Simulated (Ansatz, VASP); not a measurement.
Al2O3: VASP beside Ansatz

```xyz
10
Lattice="2.3866 1.3779 4.3377 -2.3866 1.3779 4.3377 0.0000 -2.7559 4.3377" Properties=species:S:1:pos:R:3 pbc="T T T"
Al    0.0000    0.0000   11.1877
Al    0.0000    0.0000    8.3321
Al    0.0000    0.0000    1.8255
Al    0.0000    0.0000    4.6811
O    -0.9267   -1.3779    5.4221
O     1.6567   -0.1136    5.4221
O    -0.7300    1.4915    5.4221
O     0.9267    1.3779    7.5910
O    -1.6567    0.1136    7.5910
O     0.7300   -1.4915    7.5910
```

Alike in both runs: task single point; functional PBEsol; k mesh 6 × 6 × 6; occupations gaussian, width 0.05 eV; no spin polarisation.

|  | VASP | Ansatz |
| --- | --- | --- |
| version | VASP 6.6.1 | Ansatz 0.2.0 |
| potentials or method | VASP PAW PBE potentials, release 64 (Al, O), cutoff 520 eV | scalar-relativistic, plane waves, PAW |
| valence electrons in the cell | 48 | 48 |

```tsv
	VASP	Ansatz	Ansatz less VASP
gap on the k mesh at the Fermi level (eV)	5.80	5.79	-0.009
least direct gap on the mesh (eV)	5.80	5.79	-0.009
pressure (GPa)	2.0	1.9	-0.16
traceless stress, the component that is largest in VASP (GPa)	-4.76	-4.62	+0.138
rms of the force components (eV/Å)	0.559	0.552	-0.0069
```

VASP's potentials were made for PBE, not for PBEsol, and Ansatz warns of the same on its side. Atom by atom the forces differ by 0.008 eV/Å (rms over components). The functional is the same, so the differences come from potentials, cutoffs and numerics.
